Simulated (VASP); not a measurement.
CrO2, 3 atoms in the cell. It takes space group P-3m1 (No. 164, trigonal). Conventional cell: a = 2.893 Å, b = 2.893 Å, c = 5.365 Å, α = 90.00°, β = 90.00°, γ = 120.00°. Cr (site symmetry -3m) has 6 O at 1.92 Å within 2.5 Å. O (site symmetry 3m) has 3 Cr at 1.92 Å and 3 O at 2.53 Å within 2.6 Å. 

```yaml
Program: VASP 6.6.1
Task: single point
Functional: PBE
Potentials_or_basis: VASP PAW PBE potentials, release 64 (Cr_pv, O)
Cutoff: 520 eV
k_mesh: 14 × 14 × 8
Occupations: gaussian, width 0.05 eV
Spin: collinear spin, ferromagnetic start
Starting_moments: "[2.0, 0.0, 0.0] μB"
Dipole_correction: no
Further_INCAR_settings: ALGO = Normal; EDIFF = 1e-06; NBANDS = 23
```

Potentials or basis: VASP PAW PBE potentials, release 64 (Cr_pv, O).

The run is started by

```console
$ cat potpaw_PBE.64/Cr_pv/POTCAR potpaw_PBE.64/O/POTCAR > POTCAR
$ mpirun -np 1 vasp_std > vasp.out
```

Hardware: 1 thread of Intel(R) Xeon(R) Platinum 8259CL CPU @ 2.50GHz (Skylake/Cascade Lake), with other jobs on the host.

Q: How long does it take, and how much memory?

A: Wall time 3.6 min on 1 thread of Intel(R) Xeon(R) Platinum 8259CL CPU @ 2.50GHz (Skylake/Cascade Lake), with other jobs on the host, peak memory 0.34 GiB. Counts: scf iterations 17, k points 168.
